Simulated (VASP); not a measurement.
# GaSb (Immm) in VASP: a series of runs

GaSb is run at these levels: r2SCAN; tasks: single point.

All numbers are computed with VASP 6.6.1; they aren't measurements. Logs are shortened: lines on timing, memory, paths and dates and some standing lists are left out, and cuts for length are marked.

## Step 1: The cell of the first run

The structure is orthorhombic, space group Immm (No. 71). Conventional cell: a = 3.112 Å, b = 5.350 Å, c = 5.787 Å, α = 90.00°, β = 90.00°, γ = 90.00°. Ga (site symmetry mmm) has 6 Sb at 2.89 to 3.09 Å and 2 Ga at 3.11 Å within 3.8 Å. Within 3.8 Å of Sb (site symmetry mmm) lie 6 Ga at 2.89 to 3.09 Å and 2 Sb at 3.11 Å.

## Step 2: Single point, r2SCAN

Input file POSCAR:

```
GaSb
1.0
   -1.5559010000      2.6750030000      2.8933130000
    1.5559010000     -2.6750030000      2.8933130000
    1.5559010000      2.6750030000     -2.8933130000
Ga Sb
1 1
Direct
    0.0000000000      0.0000000000      0.0000000000
    0.5000000000      0.5000000000      0.0000000000
```

Input file INCAR.step1:

```
SYSTEM = GaSb
ALGO = Normal ; EDIFF = 1E-4
ENCUT = 520 ; GGA = PE
ISMEAR = -1 ; LASPH = .True.
LCHARG = .False. ; LREAL = .False.
LWAVE = .True. ; NBANDS = 16
NELM = 80 ; PREC = Accurate
SIGMA = 0.1
```

Input file INCAR.step2:

```
SYSTEM = GaSb
ALGO = Normal ; EDIFF = 1E-6
ENCUT = 520 ; ISIF = 2
ISMEAR = -1 ; ISTART = 1
LASPH = .True. ; LCHARG = .False.
LMIXTAU = .True. ; LREAL = .False.
LWAVE = .False. ; METAGGA = R2SCAN
NBANDS = 16 ; NELM = 80
PREC = Accurate ; SIGMA = 0.1
```

Input file KPOINTS:

```
k-points
0
Gamma
  6 6 6
  0 0 0
```

Potentials or basis: VASP PAW PBE potentials, release 64 (Ga_d, Sb).

Command:

```bash
$ cat potpaw_PBE.64/Ga_d/POTCAR potpaw_PBE.64/Sb/POTCAR > POTCAR
$ cp INCAR.step1 INCAR
$ mpirun -np 1 vasp_std > vasp.out
$ cp INCAR.step2 INCAR
$ mpirun -np 1 vasp_std > vasp.out
```

OUTCAR:

```text
SYSTEM = GaSb
   EDIFF = 1E-6
   ENCUT = 520
   ISIF = 2
   ISMEAR = -1
   ISTART = 1
   LASPH = .True.
   LREAL = .False.
   METAGGA = R2SCAN
   NELM = 80
   PREC = Accurate

 ion  position               nearest neighbor table
   1  0.000  0.000  0.000-   2 2.89   2 2.89   2 3.09   2 3.09   2 3.09   2 3.09
   2  0.500  0.500  0.000-   1 2.89   1 2.89   1 3.09   1 3.09   1 3.09   1 3.09

  LATTYP: Found a body centered orthorhombic cell.
 ALAT       =     3.1118020000
 B/A-ratio  =     1.7192629865
 C/A-ratio  =     1.8595739703

  Lattice vectors:

 A1 = (  -1.5559010000,   2.6750030000,   2.8933130000)
 A2 = (   1.5559010000,  -2.6750030000,   2.8933130000)
 A3 = (   1.5559010000,   2.6750030000,  -2.8933130000)

Analysis of symmetry for initial positions (statically):
=====================================================================
 Subroutine PRICEL returns:
 Original cell was already a primitive cell.

 Routine SETGRP: Setting up the symmetry group for a
 body centered orthorhombic supercell.

 Subroutine GETGRP returns: Found  8 space group operations
 (whereof  8 operations were pure point group operations)
 out of a pool of  8 trial point group operations.

The static configuration has the point symmetry D_2h.

Analysis of symmetry for dynamics (positions and initial velocities):
=====================================================================
 Subroutine PRICEL returns:
 Original cell was already a primitive cell.

 Routine SETGRP: Setting up the symmetry group for a
 body centered orthorhombic supercell.

 Subroutine GETGRP returns: Found  8 space group operations
 (whereof  8 operations were pure point group operations)
 out of a pool of  8 trial point group operations.

The dynamic configuration has the point symmetry D_2h.

 Subroutine INISYM returns: Found  8 space group operations
 (whereof  8 operations are pure point group operations),
 and found     1 'primitive' translations

----------------------------------------------------------------------------------------

                                     Primitive cell

  volume of cell :      48.1683

  direct lattice vectors                    reciprocal lattice vectors
    -1.555901000  2.675003000  2.893313000     0.000000000  0.186915678  0.172812274
     1.555901000 -2.675003000  2.893313000     0.321357207  0.000000000  0.172812274
     1.555901000  2.675003000 -2.893313000     0.321357207  0.186915678  0.000000000

  length of vectors
     4.236476022  4.236476022  4.236476022     0.254561491  0.364876057  0.371763265

  position of ions in fractional coordinates (direct lattice)
     0.000000000  0.000000000  0.000000000
     0.500000000  0.500000000  0.000000000

  ion indices of the primitive-cell ions
   primitive index   ion index
                 1           1
                 2           2

----------------------------------------------------------------------------------------

 KPOINTS: k-points

Automatic generation of k-mesh.
 Grid dimensions read from file:
 generate k-points for:    6    6    6

 Generating k-lattice:

  Cartesian coordinates                     Fractional coordinates (reciprocal lattice)
     0.000000000  0.031152613  0.028802046     0.166666667  0.000000000  0.000000000
     0.053559535  0.000000000  0.028802046     0.000000000  0.166666667  0.000000000
     0.053559535  0.031152613  0.000000000     0.000000000  0.000000000  0.166666667

  Length of vectors
     0.042426915  0.060812676  0.061960544

  Shift w.r.t. Gamma in fractional coordinates (k-lattice)
     0.000000000  0.000000000  0.000000000

 Subroutine IBZKPT returns following result:
 ===========================================

 Found     46 irreducible k-points:

 Following reciprocal coordinates:
            Coordinates               Weight
  0.000000  0.000000  0.000000      1.000000
  0.166667  0.000000 -0.000000      4.000000
  0.333333  0.000000 -0.000000      4.000000
  0.500000  0.000000 -0.000000      2.000000
  0.000000  0.166667  0.000000      4.000000
[... 43 lines left out ...]

 val. band max:        6.7049453986   @ k =  -0.3333   0.5000   0.3333
 cond. band min:       6.7707288350   @ k =   0.5000   0.3333  -0.0000
 fundamental gap:      0.0657834364
 Fermi energy:         6.7373917444

 k-point     1 :       0.0000    0.0000    0.0000
  band No.  band energies     occupation
      1      -8.9573      2.00000
      2      -8.8619      2.00000
      3      -8.8545      2.00000
      4      -8.8417      2.00000
      5      -8.8016      2.00000
      6      -6.0492      2.00000
[... 8 lines left out ...]
     15      15.9353      0.00000
     16      17.2980      0.00000

 k-point     2 :       0.1667    0.0000   -0.0000
  band No.  band energies     occupation
      1      -8.9557      2.00000
      2      -8.8673      2.00000
      3      -8.8515      2.00000
      4      -8.8416      2.00000
      5      -8.8010      2.00000
      6      -5.8041      2.00000
[... 8 lines left out ...]
     15      16.5936      0.00000
     16      17.9077      0.00000

 k-point     3 :       0.3333    0.0000   -0.0000
  band No.  band energies     occupation
      1      -8.9530      2.00000
      2      -8.8780      2.00000
      3      -8.8457      2.00000
      4      -8.8415      2.00000
      5      -8.7998      2.00000
      6      -5.1345      2.00000
[... 8 lines left out ...]
     15      16.1289      0.00000
     16      17.1518      0.00000

 k-point     4 :       0.5000    0.0000   -0.0000
  band No.  band energies     occupation
      1      -8.9520      2.00000
      2      -8.8833      2.00000
      3      -8.8428      2.00000
      4      -8.8415      2.00000
      5      -8.7992      2.00000
      6      -4.5760      2.00000
[... 8 lines left out ...]
     15      16.8118      0.00000
     16      18.9600      0.00000
[... 324 lines left out ...]
 k-point    22 :       0.3333    0.1667    0.1667
  band No.  band energies     occupation
      1      -8.9095      2.00000
      2      -8.8724      2.00000
      3      -8.8506      2.00000
      4      -8.8362      2.00000
      5      -8.8274      2.00000
      6      -2.8282      2.00000
[... 8 lines left out ...]
     15      16.0232      0.00000
     16      17.1155      0.00000

 k-point    23 :      -0.1667    0.1667    0.1667
  band No.  band energies     occupation
      1      -8.9030      2.00000
      2      -8.8666      2.00000
      3      -8.8498      2.00000
      4      -8.8403      2.00000
      5      -8.8344      2.00000
      6      -4.2433      2.00000
[... 8 lines left out ...]
     15      14.7212      0.00000
     16      17.8958      0.00000

 k-point    24 :       0.1667    0.3333    0.1667
  band No.  band energies     occupation
      1      -8.9291      2.00000
      2      -8.8706      2.00000
      3      -8.8667      2.00000
      4      -8.8316      2.00000
      5      -8.7893      2.00000
      6      -1.6544      2.00000
[... 8 lines left out ...]
     15      14.4849      0.00000
     16      16.9028      0.00000

 [... further k-points ...]

------------------------ aborting loop because EDIFF is reached ----------------------------------------

  FORCE on cell =-STRESS in cart. coord.  units (eV):
  Direction    XX          YY          ZZ          XY          YZ          ZX
  --------------------------------------------------------------------------------------
  -------------------------------------------------------------------------------------
  Total       -0.9845740     -0.4071158      0.0363278     -0.0000000      0.0000000      0.0000000
  in kB      -32.7489426    -13.5415030      1.2083373     -0.0000000      0.0000000      0.0000000
  external PRESSURE =     -15.0273694 kB  Pullay stress =       0.0000000 kB

 VOLUME and BASIS-vectors are now :
 -----------------------------------------------------------------------------
  energy-cutoff  :      520.00
  volume of cell :       48.17
      direct lattice vectors                 reciprocal lattice vectors
    -1.555901000  2.675003000  2.893313000     0.000000000  0.186915678  0.172812274
     1.555901000 -2.675003000  2.893313000     0.321357207  0.000000000  0.172812274
     1.555901000  2.675003000 -2.893313000     0.321357207  0.186915678  0.000000000

 POSITION                                       TOTAL-FORCE (eV/Angst)
 -----------------------------------------------------------------------------------
      0.00000      0.00000      0.00000         0.000000     -0.000000      0.000000
      0.00000      0.00000      2.89331        -0.000000      0.000000     -0.000000
 -----------------------------------------------------------------------------------
    total drift:                               -0.000000      0.000000      0.000000

  FREE ENERGIE OF THE ION-ELECTRON SYSTEM (eV)
  ---------------------------------------------------
  free  energy   TOTEN  =       -36.9930691380 eV

  energy  without entropy=      -36.9713173213  energy(sigma->0) =      -36.98219323
```

Run time: 52 s. Hardware: 1 thread of Intel Xeon 6975P-C (Granite Rapids), shared host; peak memory 0.21 GiB.

Results:

```
Free energy            : -36.9931 eV
Pressure               : -1.5 GPa
Band gap on the k mesh : zero (bands 9 and 10 overlap by 4.64 eV)
```

Stress tensor (GPa, compression positive):
```
-3.27  0.00  0.00
 0.00 -1.35  0.00
 0.00  0.00  0.12
```

Caveat: the k points lie up to 0.38 Å⁻¹ apart, too coarse for converged energies and pressures of a metal; the PAW data sets were made with another functional, which shifts forces and pressure a little; spin-orbit coupling is left out, which moves the levels of the heavy elements.

## Step 3: Single point, r2SCAN

This run uses another cell than the first one, of 24.73 Å³/atom.

Input file POSCAR:

```
GaSb
1.0
   -1.5696100852      2.6985725228      2.9188060581
    1.5696100852     -2.6985725228      2.9188060581
    1.5696100852      2.6985725228     -2.9188060581
Ga Sb
1 1
Direct
    0.0000000000      0.0000000000      0.0000000000
    0.5000000000      0.5000000000      0.0000000000
```

Input file INCAR.step1:

```
SYSTEM = GaSb
  PREC = Accurate
  ENCUT = 520
  ISMEAR = -1
  SIGMA = 0.1
  LREAL = .False.
  LASPH = .True.
  NELM = 80
  NBANDS = 16
  GGA = PE
  ALGO = Normal
  EDIFF = 1E-4
  LWAVE = .True.
  LCHARG = .False.
```

Input file INCAR.step2:

```
SYSTEM = GaSb
  PREC = Accurate
  ENCUT = 520
  EDIFF = 1E-7
  ISMEAR = -1
  SIGMA = 0.1
  LREAL = .False.
  LASPH = .True.
  NELM = 80
  ALGO = Normal
  ISIF = 2
  LWAVE = .False.
  LCHARG = .False.
  METAGGA = R2SCAN
  LMIXTAU = .True.
  NBANDS = 16
  ISTART = 1
```

Input file KPOINTS:

```
regular mesh
0
Gamma
  6 6 6
  0 0 0
```

Potentials or basis: VASP PAW PBE potentials, release 64 (Ga_d, Sb).

Command:

```bash
$ cat potpaw_PBE.64/Ga_d/POTCAR potpaw_PBE.64/Sb/POTCAR > POTCAR
$ cp INCAR.step1 INCAR
$ mpirun -np 1 vasp_std > vasp.out
$ cp INCAR.step2 INCAR
$ mpirun -np 1 vasp_std > vasp.out
```

Wall time 61 s (1 thread of Intel Xeon 6975P-C (Granite Rapids), shared host); peak memory 0.2 GiB.

The run converged. Its results:

```yaml
Free_energy: -36.9757 eV
Pressure: -2.8 GPa
Band_gap_on_the_k_mesh: zero (bands 9 and 10 overlap by 4.56 eV)
```

Stress tensor (GPa, compression positive):
```
-4.57  0.00  0.00
 0.00 -2.53  0.00
 0.00  0.00 -1.27
```

Levels at points of the mesh, in eV from the Fermi level:
| k point | band 5 | band 6 | band 7 | band 8 | band 9 | band 10 | band 11 | band 12 | band 13 | band 14 |
| --- | --- | --- | --- | --- | --- | --- | --- | --- | --- | --- |
| (0.00, 0.00, 0.00) | -15.50 | -12.57 | -3.51 | -2.54 | -2.06 | 3.60 | 5.23 | 6.14 | 7.54 | 8.13 |
| (0.50, 0.00, 0.00) | -15.50 | -11.15 | -8.48 | -0.55 | 1.36 | 1.94 | 2.53 | 4.68 | 7.05 | 8.94 |
| (0.00, 0.50, 0.00) | -15.49 | -8.55 | -6.43 | -2.39 | -0.63 | -0.55 | 1.00 | 2.72 | 3.65 | 9.02 |
| (0.50, 0.50, 0.00) | -15.49 | -8.53 | -5.41 | -3.29 | -2.44 | -2.06 | 3.53 | 3.77 | 6.47 | 7.45 |
| (0.50, 0.50, 0.50) | -15.49 | -10.13 | -6.33 | -5.38 | -5.14 | 3.15 | 7.19 | 9.67 | 10.38 | 10.38 |

Caveat: the k points lie up to 0.38 Å⁻¹ apart, too coarse for converged energies and pressures of a metal; the PAW data sets were made with another functional, which shifts forces and pressure a little; spin-orbit coupling is left out, which moves the levels of the heavy elements.

## Step 4: Single point, r2SCAN

This run uses another cell than the first one, of 25.37 Å³/atom.

Input file POSCAR:

```
GaSb
1.0
   -1.5830837922      2.7217373685      2.9438614128
    1.5830837922     -2.7217373685      2.9438614128
    1.5830837922      2.7217373685     -2.9438614128
Ga Sb
1 1
Direct
    0.0000000000      0.0000000000      0.0000000000
    0.5000000000      0.5000000000      0.0000000000
```

Input file INCAR.step1:

```
SYSTEM = GaSb
PREC     = Accurate       ! precision mode
ENCUT    = 520            ! plane-wave cutoff, eV
ISMEAR   = -1             ! smearing method
SIGMA    = 0.1            ! smearing width, eV
LREAL    = .False.        ! projectors in reciprocal space
LASPH    = .True.         ! aspherical terms in the spheres
NELM     = 60             ! most SCF steps
NBANDS   = 16             ! bands
GGA      = PE             ! functional
ALGO     = Normal         ! electronic algorithm
EDIFF    = 1E-4           ! SCF threshold, eV
LWAVE    = .True.         ! write WAVECAR
LCHARG   = .False.        ! write CHGCAR
```

Input file INCAR.step2:

```
SYSTEM = GaSb
PREC     = Accurate       ! precision mode
ENCUT    = 520            ! plane-wave cutoff, eV
EDIFF    = 1E-7           ! SCF threshold, eV
ISMEAR   = -1             ! smearing method
SIGMA    = 0.1            ! smearing width, eV
LREAL    = .False.        ! projectors in reciprocal space
LASPH    = .True.         ! aspherical terms in the spheres
NELM     = 60             ! most SCF steps
ALGO     = Normal         ! electronic algorithm
ISIF     = 2              ! what is computed and relaxed
LWAVE    = .False.        ! write WAVECAR
LCHARG   = .False.        ! write CHGCAR
METAGGA  = R2SCAN         ! meta-GGA
LMIXTAU  = .True.       
NBANDS   = 16             ! bands
ISTART   = 1
```

Input file KPOINTS:

```
Automatic mesh
0
Gamma
  6 6 6
  0 0 0
```

Command:

```bash
$ cat potpaw_PBE.64/Ga_d/POTCAR potpaw_PBE.64/Sb/POTCAR > POTCAR
$ cp INCAR.step1 INCAR
$ mpirun -np 1 vasp_std > vasp.out
$ cp INCAR.step2 INCAR
$ mpirun -np 1 vasp_std > vasp.out
```

It took 59 s on 1 thread of Intel Xeon 6975P-C (Granite Rapids), shared host; peak memory 0.21 GiB.

It converged, with:

```yaml
Free_energy: -36.9488 eV
Pressure: -3.9 GPa
Band_gap_on_the_k_mesh: zero (bands 9 and 10 overlap by 4.48 eV)
```

Stress tensor (GPa, compression positive):
```
-5.64  0.00  0.00
 0.00 -3.53  0.00
 0.00  0.00 -2.50
```

Levels at points of the mesh, in eV from the Fermi level:
| k point | band 7 | band 8 | band 9 | band 10 | band 11 | band 12 |
| --- | --- | --- | --- | --- | --- | --- |
| (0.00, 0.00, 0.00) | -3.56 | -2.44 | -1.98 | 3.67 | 5.08 | 6.06 |
| (0.50, 0.00, 0.00) | -8.30 | -0.52 | 1.40 | 1.87 | 2.51 | 4.56 |
| (0.00, 0.50, 0.00) | -6.30 | -2.35 | -0.56 | -0.50 | 1.07 | 2.63 |
| (0.50, 0.50, 0.00) | -5.23 | -3.32 | -2.34 | -1.97 | 3.60 | 3.73 |
| (0.50, 0.50, 0.50) | -6.24 | -5.20 | -4.97 | 3.10 | 7.15 | 9.45 |

Caveat: the k points lie up to 0.38 Å⁻¹ apart, too coarse for converged energies and pressures of a metal; the PAW data sets were made with another functional, which shifts forces and pressure a little; spin-orbit coupling is left out, which moves the levels of the heavy elements.

## Step 5: Single point, r2SCAN

This run uses another cell than the first one, of 26.01 Å³/atom.

Input file POSCAR:

```
GaSb
1.0
   -1.5963319712      2.7445144724      2.9684973817
    1.5963319712     -2.7445144724      2.9684973817
    1.5963319712      2.7445144724     -2.9684973817
Ga Sb
1 1
Direct
    0.0000000000      0.0000000000      0.0000000000
    0.5000000000      0.5000000000      0.0000000000
```

Input file INCAR.step1:

```
SYSTEM = GaSb
PREC = Accurate
ENCUT = 520
ISMEAR = -1
SIGMA = 0.1
LREAL = .False.
LASPH = .True.
NELM = 100
NBANDS = 16
GGA = PE
ALGO = Normal
EDIFF = 1E-4
LWAVE = .True.
LCHARG = .False.
```

Input file INCAR.step2:

```
SYSTEM = GaSb
PREC = Accurate
ENCUT = 520
EDIFF = 1E-6
ISMEAR = -1
SIGMA = 0.1
LREAL = .False.
LASPH = .True.
NELM = 100
ALGO = Normal
ISIF = 2
LWAVE = .False.
LCHARG = .False.
METAGGA = R2SCAN
LMIXTAU = .True.
NBANDS = 16
ISTART = 1
```

KPOINTS is that of step 4.

Command:

```bash
$ cat potpaw_PBE.64/Ga_d/POTCAR potpaw_PBE.64/Sb/POTCAR > POTCAR
$ cp INCAR.step1 INCAR
$ mpirun -np 1 vasp_std > vasp.out
$ cp INCAR.step2 INCAR
$ mpirun -np 1 vasp_std > vasp.out
```

Run time: 48 s. Hardware: 1 thread of Intel Xeon 6975P-C (Granite Rapids), shared host; peak memory 0.21 GiB.

It converged, with:

* Free energy: -36.9138 eV
* Pressure: -4.8 GPa
* Band gap on the k mesh: zero (bands 9 and 10 overlap by 4.40 eV)

Stress tensor (GPa, compression positive):
```
-6.52  0.00  0.00
 0.00 -4.36  0.00
 0.00  0.00 -3.58
```

Levels at points of the mesh, in eV from the Fermi level:
| k point | band 7 | band 8 | band 9 | band 10 | band 11 | band 12 |
| --- | --- | --- | --- | --- | --- | --- |
| (0.00, 0.00, 0.00) | -3.60 | -2.35 | -1.91 | 3.74 | 4.94 | 5.99 |
| (0.50, 0.00, 0.00) | -8.13 | -0.49 | 1.43 | 1.81 | 2.49 | 4.45 |
| (0.00, 0.50, 0.00) | -6.17 | -2.30 | -0.50 | -0.46 | 1.13 | 2.53 |
| (0.50, 0.50, 0.00) | -5.07 | -3.35 | -2.24 | -1.90 | 3.67 | 3.69 |
| (0.50, 0.50, 0.50) | -6.15 | -5.03 | -4.80 | 3.05 | 7.12 | 9.23 |

Caveat: the k points lie up to 0.37 Å⁻¹ apart, too coarse for converged energies and pressures of a metal; the PAW data sets were made with another functional, which shifts forces and pressure a little; spin-orbit coupling is left out, which moves the levels of the heavy elements.

## Step 6: Overview

| cell | gap on the mesh (eV) | pressure (GPa) |
| --- | --- | --- |
| a = 4.236 Å, angles 136.9, 101.7, 93.9°, 2 atoms | none | -1.5 |
| a = 4.274 Å, angles 136.9, 101.7, 93.9°, 2 atoms | none | -2.8 |
| a = 4.310 Å, angles 136.9, 101.7, 93.9°, 2 atoms | none | -3.9 |
| a = 4.347 Å, angles 136.9, 101.7, 93.9°, 2 atoms | none | -4.8 |

Alike in all rows: task single point; level r2SCAN; potentials or basis VASP PAW PBE potentials, release 64 (Ga_d, Sb); no spin polarisation; k mesh 6 × 6 × 6; cutoff (eV) 520; smearing fermi-dirac 0.1 eV.

Caveats: all runs use coarse meshes; the PAW data sets were made with another functional, which shifts forces and pressure a little; spin-orbit coupling is left out, which moves the levels of the heavy elements.

Absolute energies hang on the potentials; compare differences alone.
